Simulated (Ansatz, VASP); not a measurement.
**AlN: VASP beside Ansatz**

POSCAR

```
AlN
1.0
    3.1066937622      0.0000000000      0.0000000000
   -1.5533468811      2.6904757198      0.0000000000
    0.0000000000      0.0000000000      4.9785915530
Al N
2 2
Direct
    0.3333333333      0.6666666667     -0.0032954729
    0.6666666667      0.3333333333      0.4967045271
    0.3333333333      0.6666666667      0.3782954729
    0.6666666667      0.3333333333      0.8782954729
```

File INCAR.step1:

```
ALGO     = Normal         # electronic algorithm
EDIFF    = 1E-5           # SCF threshold, eV
ENCUT    = 520            # plane-wave cutoff, eV
GGA      = PE             # functional
ISIF     = 2              # what is computed and relaxed
ISMEAR   = 0              # smearing method
LASPH    = True           # aspherical terms in the spheres
LCHARG   = False          # write CHGCAR
LREAL    = False          # projectors in reciprocal space
LWAVE    = True           # write WAVECAR
NBANDS   = 16             # bands
NELM     = 80             # most SCF steps
PREC     = Accurate       # precision mode
SIGMA    = 0.01           # smearing width, eV
```

INCAR.step2

```
AEXX     = 0.5            # exact-exchange fraction
ALGO     = Normal         # electronic algorithm
EDIFF    = 1E-6           # SCF threshold, eV
ENCUT    = 520            # plane-wave cutoff, eV
GGA      = PE             # functional
HFSCREEN = 0.5            # screening, 1/A
ISIF     = 2              # what is computed and relaxed
ISMEAR   = 0              # smearing method
ISTART   = 1            
LASPH    = True           # aspherical terms in the spheres
LCHARG   = False          # write CHGCAR
LHFCALC  = True           # exact exchange
LREAL    = False          # projectors in reciprocal space
LWAVE    = False          # write WAVECAR
NBANDS   = 16             # bands
NELM     = 80             # most SCF steps
PREC     = Accurate       # precision mode
PRECFOCK = Normal       
SIGMA    = 0.01           # smearing width, eV
```

File KPOINTS:

```
k-points
0
Gamma
  6 6 2
```

Input for Ansatz:

```yaml
crystal:
  lattice:
    - [3.1066937622, 0.0, 0.0]
    - [-1.5533468811, 2.6904757198, 0.0]
    - [0.0, 0.0, 4.978591553]
  atoms:
    - { symbol: Al, position: [0.3333333333, 0.6666666667, -0.0032954729] }
    - { symbol: Al, position: [0.6666666667, 0.3333333333, 0.4967045271] }
    - { symbol: "N", position: [0.3333333333, 0.6666666667, 0.3782954729] }
    - { symbol: "N", position: [0.6666666667, 0.3333333333, 0.8782954729] }
kpoints:
  mp_grid: { grid: [6, 6, 2] }
hamiltonian:
  xc: { exchange: pbe, correlation: pbe, exx: { coeff: 0.5, omega: 0.5 } }
scf:
  occupations: { method: fixed }
  n_extra_bands: 5
output:
  forces: true
  stress: true
  eigenvalues: true
```

Alike in both runs: task single point; functional PBE-based screened hybrid; k mesh 6 × 6 × 2; no spin polarisation.

|  | VASP | Ansatz |
| --- | --- | --- |
| version | VASP 6.6.1 | Ansatz 0.2.0 |
| potentials or method | VASP PAW PBE potentials, release 64 (Al, N) | plane waves |
| plane-wave cutoff (eV) | 520 | 420 |
| occupations | gaussian, width 0.01 eV | fixed |
| valence electrons in the cell | 16 | 16 |

Ansatz gave:

| Quantity | Value |
| --- | --- |
| gap on the k mesh at the Fermi level (eV) | 5.79 |
| pressure (GPa) | -3.9 |
| traceless stress, the component that is largest in VASP (GPa) | -0.17 |
| rms of the force components (eV/Å) | 0.006 |

**Question.** Which values does VASP return?

**Answer.** gap on the k mesh at the Fermi level (eV): 5.76; pressure (GPa): -3.8; traceless stress, the component that is largest in VASP (GPa): -0.03; rms of the force components (eV/Å): 0.003.

VASP's potentials were made for PBE, not for PBE-based screened hybrid. Atom by atom the forces differ by 0.003 eV/Å (rms over components). Ansatz's warnings: stress exchange threshold loose, stress scf threshold loose.

The k mesh is coarse, so the values compare programs but aren't converged.
